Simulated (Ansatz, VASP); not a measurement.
# AlN: VASP beside Ansatz

```
Al N
1.0
    -1.63784    2.83682    0.00000
     0.00000    0.00000    4.10063
     4.91352    2.83682    0.00000
Al N
4 4
Direct
  0.52400 0.75000 0.09896
  0.00000 0.75000 0.66667
  0.00000 0.25000 0.33333
  0.50000 0.25000 0.83333
  0.50000 0.25000 0.16667
  0.00000 0.25000 0.66667
  0.00000 0.75000 0.33333
  0.50000 0.75000 0.83333
```

Alike in both runs: task single point; functional LDA; k mesh 8 × 6 × 4; occupations gaussian, width 0.05 eV; no spin polarisation.

|  | VASP | Ansatz |
| --- | --- | --- |
| version | VASP 6.6.1 | Ansatz 0.2.0 |
| potentials or method | VASP PAW LDA potentials, release 64 (Al, N), cutoff 520 eV | scalar-relativistic, plane waves, PAW |
| valence electrons in the cell | 32 | 32 |

VASP gave:

* gap on the k mesh at the Fermi level (eV): 2.79
* least direct gap on the mesh (eV): 2.79
* pressure (GPa): 11.0
* traceless stress, the component that is largest in VASP (GPa): 17.16
* rms of the force components (eV/Å): 4.359

Q: What did Ansatz give for the same quantities?

A: gap on the k mesh at the Fermi level (eV): 2.79; least direct gap on the mesh (eV): 2.79; pressure (GPa): 10.1; traceless stress, the component that is largest in VASP (GPa): 16.72; rms of the force components (eV/Å): 4.295.

Ansatz warns that its potentials were made for another functional, while VASP's fit it. LDA's correlation is that of Perdew and Zunger in VASP and of Perdew and Wang (1992) in Ansatz. Atom by atom the forces differ by 0.067 eV/Å (rms over components).
